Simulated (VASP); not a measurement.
The system is HfO2.

```xyz
3
Lattice="0.0000 2.5744 2.5744 2.5744 0.0000 2.5744 2.5744 2.5744 0.0000" Properties=species:S:1:pos:R:3 pbc="T T T"
Hf    0.0000    0.0000    0.0000
O     3.8617    3.8617    3.8617
O     1.2872    1.2872    1.2872
```

Base run:

```yaml
Program: VASP 6.6.1
Functional: RPBE
Potentials_or_basis: VASP PAW PBE potentials, release 64 (Hf_pv, O)
Cutoff: 520 eV
k_mesh: 9 × 9 × 9
Occupations: fermi-dirac, width 0.05 eV
Spin: no spin polarisation
```

Its results: band gap on the k mesh 3.89 eV, indirect (least direct gap 3.99 eV); pressure -5.5 GPa.

Problem. After a change of settings the same cell gave: band gap on the k mesh 4.26 eV, indirect (least direct gap 4.36 eV); pressure -16.3 GPa. Which change was it?
A. functional from RPBE to PBE; further incar settings from ALGO = Normal; EDIFF = 1e-07; NBANDS = 18 to ALGO = Normal; EDIFF = 1e-06; NBANDS = 18
B. functional from RPBE to r2SCAN
C. functional from RPBE to PBEsol; further incar settings from ALGO = Normal; EDIFF = 1e-07; NBANDS = 18 to ALGO = Normal; EDIFF = 1e-06; NBANDS = 18

Solution. B.

r2SCAN gives the wider gap, since meta-GGAs in the generalised Kohn-Sham scheme recover part of the derivative discontinuity.

Caveats: the PAW data sets were made with another functional, which shifts forces and pressure a little; spin-orbit coupling is left out, which moves the levels of the heavy elements.
